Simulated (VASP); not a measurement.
# In5As5H2 (buck sheet) in VASP: single point with PBE

Aim: the single point of In5As5H2 (buck sheet) with PBE.

Everything below comes from runs of VASP 6.6.1. Logs are shortened: lines on timing, memory, paths and dates and some standing lists are left out, and cuts for length are marked.

## 1. The cell of the first run

The cell holds a wire with vacuum, 12 atoms: a = 28.500 Å, b = 10.000 Å, c = 4.360 Å, α = 90.00°, β = 90.00°, γ = 90.00°.

## 2. Single point, PBE, collinear spin

INCAR

```
SYSTEM = In5As5H2
PREC = Accurate
ENCUT = 520
EDIFF = 1E-6
ISMEAR = 0
SIGMA = 0.05
LREAL = .False.
LASPH = .True.
NELM = 150
ALGO = Normal
ISIF = 2
LWAVE = .False.
LCHARG = .True.
ISPIN = 2
MAGMOM = 0 0 0 0 -1 1 0 0 0 0 0 0
LORBIT = 11
GGA = PE
LELF = .True.
LVHAR = .True.
NBANDS = 62
LUSENCCL = .False.
```

KPOINTS

```
Automatic mesh
0
Gamma
  1 1 13
  0 0 0
```

POSCAR

```
In5As5H2
1.0
   28.5000000000      0.0000000000      0.0000000000
    0.0000000000     10.0000000000      0.0000000000
    0.0000000000      0.0000000000      4.3597524228
In As H
5 5 2
Direct
    0.2533887739      0.4669047237      0.5000000000
    0.3858679442      0.4669047237      0.0000000000
    0.5183471144      0.4669047237      0.5000000000
    0.6508262847      0.4669047237      0.0000000000
    0.7833054549      0.4669047237      0.5000000000
    0.2092290505      0.5330952763      0.0000000000
    0.3417082207      0.5330952763      0.5000000000
    0.4741873910      0.5330952763      0.0000000000
    0.6066665613      0.5330952763      0.5000000000
    0.7391457315      0.5330952763      0.0000000000
    0.8423507302      0.5111558998      0.5000000000
    0.1576492698      0.4944390765      0.0000000000
```

Potentials or basis: VASP PAW PBE potentials, release 64 (In_d, As, H).

Run with:

```console
$ cat potpaw_PBE.64/In_d/POTCAR potpaw_PBE.64/As/POTCAR potpaw_PBE.64/H/POTCAR > POTCAR
$ mpirun -np 1 vasp_std > vasp.out
```

OUTCAR:

```text
SYSTEM = In5As5H2
   PREC = Accurate
   ENCUT = 520
   EDIFF = 1E-6
   ISMEAR = 0
   LREAL = .False.
   LASPH = .True.
   NELM = 150
   ISIF = 2
   ISPIN = 2
   LORBIT = 11
   GGA = PE

 ion  position               nearest neighbor table
   1  0.253  0.467  0.500-   7 2.60   6 2.60   6 2.60
   2  0.386  0.467  0.000-   8 2.60   7 2.60   7 2.60
   3  0.518  0.467  0.500-   8 2.60   8 2.60   9 2.60
   4  0.651  0.467  0.000-  10 2.60   9 2.60   9 2.60
   5  0.783  0.467  0.500-  11 1.74  10 2.60  10 2.60
   6  0.209  0.533  0.000-  12 1.52   1 2.60   1 2.60
   7  0.342  0.533  0.500-   1 2.60   2 2.60   2 2.60
   8  0.474  0.533  0.000-   2 2.60   3 2.60   3 2.60
   9  0.607  0.533  0.500-   4 2.60   4 2.60   3 2.60
  10  0.739  0.533  0.000-   4 2.60   5 2.60   5 2.60
  11  0.842  0.511  0.500-   5 1.74
  12  0.158  0.494  0.000-   6 1.52

  LATTYP: Found a simple orthorhombic cell.
 ALAT       =     4.3597524228
 B/A-ratio  =     2.2937082270
 C/A-ratio  =     6.5370684470

  Lattice vectors:

 A1 = (   0.0000000000,   0.0000000000,  -4.3597524228)
 A2 = (   0.0000000000,  10.0000000000,   0.0000000000)
 A3 = (  28.5000000000,   0.0000000000,   0.0000000000)

Analysis of symmetry for initial positions (statically):
=====================================================================
 Subroutine PRICEL returns:
 Original cell was already a primitive cell.

 Routine SETGRP: Setting up the symmetry group for a
 simple orthorhombic supercell.

 Subroutine GETGRP returns: Found  2 space group operations
 (whereof  2 operations were pure point group operations)
 out of a pool of  8 trial point group operations.

The static configuration has the point symmetry C_1h.

Analysis of symmetry for dynamics (positions and initial velocities):
=====================================================================
 Subroutine PRICEL returns:
 Original cell was already a primitive cell.

 Routine SETGRP: Setting up the symmetry group for a
 simple orthorhombic supercell.

 Subroutine GETGRP returns: Found  2 space group operations
 (whereof  2 operations were pure point group operations)
 out of a pool of  8 trial point group operations.

The dynamic configuration has the point symmetry C_1h.

Analysis of structural, dynamic, and magnetic symmetry:
=====================================================================
 Subroutine PRICEL returns:
 Original cell was already a primitive cell.

 Routine SETGRP: Setting up the symmetry group for a
 simple orthorhombic supercell.

 Subroutine GETGRP returns: Found  2 space group operations
 (whereof  2 operations were pure point group operations)
 out of a pool of  8 trial point group operations.

The overall configuration has the point symmetry C_1h.

 Subroutine INISYM returns: Found  2 space group operations
 (whereof  2 operations are pure point group operations),
 and found     1 'primitive' translations

----------------------------------------------------------------------------------------

                                     Primitive cell

  volume of cell :    1242.5294

  direct lattice vectors                    reciprocal lattice vectors
    28.500000000  0.000000000  0.000000000     0.035087719  0.000000000  0.000000000
     0.000000000 10.000000000  0.000000000     0.000000000  0.100000000  0.000000000
     0.000000000  0.000000000  4.359752423     0.000000000  0.000000000  0.229370823

  length of vectors
    28.500000000 10.000000000  4.359752423     0.035087719  0.100000000  0.229370823

  position of ions in fractional coordinates (direct lattice)
     0.253388774  0.466904724  0.500000000
     0.385867944  0.466904724  0.000000000
     0.518347114  0.466904724  0.500000000
     0.650826285  0.466904724  0.000000000
     0.783305455  0.466904724  0.500000000
     0.209229050  0.533095276  0.000000000
     0.341708221  0.533095276  0.500000000
     0.474187391  0.533095276  0.000000000
     0.606666561  0.533095276  0.500000000
     0.739145732  0.533095276  0.000000000
     0.842350730  0.511155900  0.500000000
     0.157649270  0.494439077  0.000000000

  ion indices of the primitive-cell ions
   primitive index   ion index
                 1           1
                 2           2
                 3           3
                 4           4
                 5           5
                 6           6
[... 61 lines left out ...]
   LREAL  =      F    real-space projection
   EDIFFG = 0.1E-04   stopping-criterion for IOM
   NSW    =      0    number of steps for IOM
   IBRION =     -1    ionic relax: 0-MD 1-quasi-New 2-CG
   NFREE  =      0    steps in history (QN), initial steepest desc. (CG)
   ISIF   =      2    stress and relaxation
   ISYM   =      2    0-nonsym 1-usesym 2-fastsym
   POTIM  = 0.5000    time-step for ionic-motion
   TEBEG  =    0.0;   TEEND  =   0.0 temperature during run
   PSTRESS=    0.0 pullay stress
   NELECT =      92.0000    total number of electrons
   NUPDOWN=      -1.0000    fix difference up-down
   EMIN   =  10.00;   EMAX   =-10.00  energy-range for DOS
   EFERMI =   0.00;   METHOD = LEGACY
   ISMEAR =     0;   SIGMA  =   0.05  broadening in eV -4-tet -1-fermi 0-gaus
   EFERMI_NEDOS =   21; number of points for ismear=-14 and -15
   IALGO  =     38    algorithm
   IMIX   =      4    mixing-type and parameters
     AMIX     =   0.40;   BMIX     =  1.00
     AMIX_MAG =   1.60;   BMIX_MAG =  1.00
  volume/ion in A,a.u.               =     103.54       698.75
  Fermi-wavevector in a.u.,A,eV,Ry     =   0.687441  1.299074  6.429768  0.472575
  Thomas-Fermi vector in A             =   1.767956
   LORBIT       =     11    0 simple, 1 ext, 2 COOP (PROOUT), +10 PAW based schemes
   GGA     = PE    functional components
   LHFCALC =     F    Hartree Fock is set to
   AEXX    =    0.0000 exact exchange contribution
   IVDW    =     0    specifies the selected vdW correction
   LEPSILON=     F    determine dielectric tensor
   LRPA    =     F    only Hartree local field effects (RPA)
 spin polarized calculation
 Gauss-broadening in eV      SIGMA  =   0.05
  energy-cutoff  :      520.00
  volume of cell :     1242.53
 maximum number of plane-waves:     33530
 NGX is ok and might be reduce to   210
   NGX =105   NGY = 37   NGZ = 17

 number of electron      91.9999968 magnetization       0.0000000

 number of electron      91.9999969 magnetization      -0.0000000

 Free energy of the ion-electron system (eV)
  ---------------------------------------------------
  ext. energy  EPLUGINS =         0.00000000
  ---------------------------------------------------
  free energy    TOTEN  =       -40.29581199 eV

  energy without entropy =      -40.29581199  energy(sigma->0) =      -40.29581199

 E-fermi :  -2.7204     XC(G=0):  -3.1238

 val. band max:       -2.9871339454   @ k =   0.0000   0.0000   0.4615
 cond. band min:      -1.8784501397   @ k =   0.0000   0.0000   0.0000
 fundamental gap:      1.1086838057
 Fermi energy:        -2.7204028228

 spin component 1

 k-point     1 :       0.0000    0.0000    0.0000
  band No.  band energies     occupation
      1     -17.1434      1.00000
      2     -17.1219      1.00000
      3     -17.1143      1.00000
      4     -17.0938      1.00000
      5     -17.0582      1.00000
      6     -17.0505      1.00000
[... 416 lines left out ...]
     57       1.7373      0.00000
     58       2.2597      0.00000
 Fermi energy:        -2.7204028228

 spin component 2

 k-point     1 :       0.0000    0.0000    0.0000
  band No.  band energies     occupation
      1     -17.1434      1.00000
      2     -17.1219      1.00000
      3     -17.1143      1.00000
      4     -17.0938      1.00000
      5     -17.0582      1.00000
      6     -17.0505      1.00000
[... 416 lines left out ...]
     57       1.7373      0.00000
     58       2.2596      0.00000
 [bands above 58 left out]

------------------------ aborting loop because EDIFF is reached ----------------------------------------

  FORCE on cell =-STRESS in cart. coord.  units (eV):
  Direction    XX          YY          ZZ          XY          YZ          ZX
  --------------------------------------------------------------------------------------
  -------------------------------------------------------------------------------------
  Total       -0.3743109      0.0667763     -0.4630713      0.2840012      0.0000000      0.0000000
  in kB       -0.4826545      0.0861045     -0.5971065      0.3662048      0.0000000      0.0000000
  external PRESSURE =      -0.3312188 kB  Pullay stress =       0.0000000 kB

 VOLUME and BASIS-vectors are now :
 -----------------------------------------------------------------------------
  energy-cutoff  :      520.00
  volume of cell :     1242.53
      direct lattice vectors                 reciprocal lattice vectors
    28.500000000  0.000000000  0.000000000     0.035087719  0.000000000  0.000000000
     0.000000000 10.000000000  0.000000000     0.000000000  0.100000000  0.000000000
     0.000000000  0.000000000  4.359752423     0.000000000  0.000000000  0.229370823

 POSITION                                       TOTAL-FORCE (eV/Angst)
 -----------------------------------------------------------------------------------
      7.22158      4.66905      2.17988        -0.294078     -0.230192      0.000000
     10.99724      4.66905      0.00000        -0.025444     -0.035372      0.000000
     14.77289      4.66905      2.17988        -0.002649     -0.006879      0.000000
     18.54855      4.66905      0.00000         0.001850      0.039670      0.000000
     22.32421      4.66905      2.17988        -0.145495      0.469291      0.000000
      5.96303      5.33095      0.00000         0.420510      0.635585      0.000000
      9.73868      5.33095      2.17988        -0.042032      0.081640      0.000000
     13.51434      5.33095      0.00000        -0.007246      0.013010      0.000000
     17.29000      5.33095      2.17988        -0.007641     -0.013515      0.000000
     21.06565      5.33095      0.00000        -0.019265     -0.224732      0.000000
     24.00700      5.11156      2.17988         0.171575     -0.271330      0.000000
      4.49300      4.94439      0.00000        -0.050086     -0.457178      0.000000
 -----------------------------------------------------------------------------------
    total drift:                                0.000500      0.005250     -0.000007

  FREE ENERGIE OF THE ION-ELECTRON SYSTEM (eV)
  ---------------------------------------------------
  free  energy   TOTEN  =       -40.2958119941 eV

  energy  without entropy=      -40.2958119941  energy(sigma->0) =      -40.29581199

 total charge

# of ion       s       p       d       tot
------------------------------------------
    1        0.898   0.628   9.867  11.394
    2        0.903   0.622   9.869  11.394
    3        0.903   0.623   9.869  11.396
    4        0.903   0.625   9.869  11.396
    5        0.894   0.676   9.869  11.440
    6        1.226   1.542   0.031   2.799
    7        1.245   1.488   0.017   2.750
    8        1.247   1.486   0.017   2.750
    9        1.246   1.487   0.017   2.750
   10        1.242   1.491   0.017   2.751
   11        0.506   0.007   0.000   0.514
   12        0.528   0.018   0.000   0.546
--------------------------------------------------
tot         11.742  10.693  49.444  71.879

 magnetization (x)

# of ion       s       p       d       tot
------------------------------------------
    1       -0.000   0.000  -0.000  -0.000
    2       -0.000   0.000  -0.000  -0.000
    3       -0.000   0.000  -0.000  -0.000
    4        0.000  -0.000   0.000   0.000
    5        0.000   0.000   0.000   0.000
    6        0.000   0.000   0.000   0.000
    7       -0.000  -0.000  -0.000  -0.000
    8       -0.000  -0.000  -0.000  -0.000
    9        0.000  -0.000   0.000  -0.000
   10       -0.000  -0.000   0.000  -0.000
   11        0.000   0.000   0.000   0.000
   12        0.000   0.000   0.000   0.000
--------------------------------------------------
tot          0.000  -0.000  -0.000   0.000
```

Run time: 2.8 min. Hardware: 1 × NVIDIA H100 80GB with 1 thread of Intel Xeon Platinum 8481C at 2.70GHz (Sapphire Rapids), shared host; peak memory 2.4 GiB.

Results:

```yaml
Free_energy: -40.2958 eV
Largest_force: 0.762 eV/Å
Band_gap_on_the_k_mesh: 1.11 eV, indirect (least direct gap 1.26 eV)
Net_moment: 0.00 μB per cell
Valence_electrons_inside_the_program's_atomic_spheres: In 11.39, 11.40, 11.44; As 2.80, 2.75; H 0.51, 0.55
```

Forces on the atoms (eV/Å):
```
In  -0.294 -0.230  0.000
In  -0.025 -0.035  0.000
In  -0.003 -0.007  0.000
In   0.002  0.040  0.000
In  -0.145  0.469  0.000
As   0.421  0.636  0.000
As  -0.042  0.082  0.000
As  -0.007  0.013  0.000
As  -0.008 -0.014  0.000
As  -0.019 -0.225  0.000
H    0.172 -0.271  0.000
H   -0.050 -0.457  0.000
```

Caveat: spin-orbit coupling is left out, which moves the levels of the heavy elements.
